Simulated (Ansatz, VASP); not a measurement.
**C: VASP beside Ansatz**

```
CELL_PARAMETERS angstrom
0.00000 1.75927 1.75927
1.75927 0.00000 1.75927
1.75927 1.75927 0.00000
ATOMIC_POSITIONS crystal
C 0.75000 0.75000 0.75000
C 0.50000 0.50000 0.50000
```

Change from the starting cell: volume scaled by 0.96.

Alike in both runs: task single point; functional revpbe exchange, lda correlation; k mesh 13 × 13 × 13; occupations gaussian, width 0.1 eV; no spin polarisation.

|  | VASP | Ansatz |
| --- | --- | --- |
| version | VASP 6.6.1 | Ansatz 0.2.0 |
| potentials or method | VASP PAW PBE potentials, release 64 (C), cutoff 600 eV | all-electron LAPW, scalar-relativistic |

VASP gave:

```
gap on the k mesh at the Fermi level (eV) : 4.69
least direct gap on the mesh (eV)         : 5.89
pressure (GPa)                            : 37.4
```

Question: Estimate Ansatz's values.

Answer: gap on the k mesh at the Fermi level (eV): 4.69; least direct gap on the mesh (eV): 5.89; pressure (GPa): 37.9.

VASP's potentials were made for PBE, not for revpbe exchange, lda correlation. Both programs put the cell under a high pressure, so it lies far from rest at this level. Ansatz ran all-electron here, and VASP with PAW potentials.
